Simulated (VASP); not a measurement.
Wanted: the native input for a VASP 6.6.1 run.

* Task: single point
* Functional: r2SCAN
* Potentials or basis: VASP PAW PBE potentials, release 64 (Mg, O)
* Cutoff: 520 eV
* k mesh: 12 × 12 × 12
* Occupations: gaussian, width 0.05 eV
* Spin: no spin polarisation
* Dipole correction: no
* Further INCAR settings: ALGO = Normal; EDIFF = 1e-06; NBANDS = 14

Crystal: MgO2.

```
CELL_PARAMETERS angstrom
1.60476 0.92651 3.49398
-1.60476 0.92651 3.49398
0.00000 -1.85302 3.49398
ATOMIC_POSITIONS crystal
Mg 0.00000 0.00000 0.00000
O 0.42879 0.42879 0.42879
O 0.57121 0.57121 0.57121
```

These files were run (other wordings do the same):

POSCAR

```
MgO2
1.0
    1.6047610160      0.9265092046      3.4939788749
   -1.6047610160      0.9265092046      3.4939788749
    0.0000000000     -1.8530184092      3.4939788749
Mg O
1 2
Direct
    0.0000000000      0.0000000000      0.0000000000
    0.4287860000      0.4287860000      0.4287860000
    0.5712140000      0.5712140000      0.5712140000
```

INCAR.step1

```
SYSTEM = MgO2
ALGO = Normal
EDIFF = 1E-4
ENCUT = 520
GGA = PE
ISMEAR = 0
LASPH = .True.
LCHARG = .False.
LREAL = .False.
LWAVE = .True.
NBANDS = 14
NELM = 60
PREC = Accurate
SIGMA = 0.05
```

INCAR.step2

```
SYSTEM = MgO2
ALGO = Normal
EDIFF = 1E-6
ENCUT = 520
ISIF = 2
ISMEAR = 0
ISTART = 1
LASPH = .True.
LCHARG = .False.
LMIXTAU = .True.
LREAL = .False.
LWAVE = .False.
METAGGA = R2SCAN
NBANDS = 14
NELM = 60
PREC = Accurate
SIGMA = 0.05
```

KPOINTS

```
k-points
0
Gamma
  12 12 12
  0 0 0
```

Potentials or basis: VASP PAW PBE potentials, release 64 (Mg, O).

Command:

```console
$ cat potpaw_PBE.64/Mg/POTCAR potpaw_PBE.64/O/POTCAR > POTCAR
$ cp INCAR.step1 INCAR
$ mpirun -np 1 vasp_std > vasp.out
$ cp INCAR.step2 INCAR
$ mpirun -np 1 vasp_std > vasp.out
```

It gave:

```json
{
 "Pressure": "-5.8 GPa",
 "Largest force": "0.050 eV/Å",
 "Band gap on the k mesh": "2.92 eV"
}
```

Caveat: the cell stands under tension; the PAW data sets were made with another functional, which shifts forces and pressure a little.

Wall time 9.2 min on 1 thread of Intel Xeon 8259CL, with other jobs on the host, peak memory 0.23 GiB.
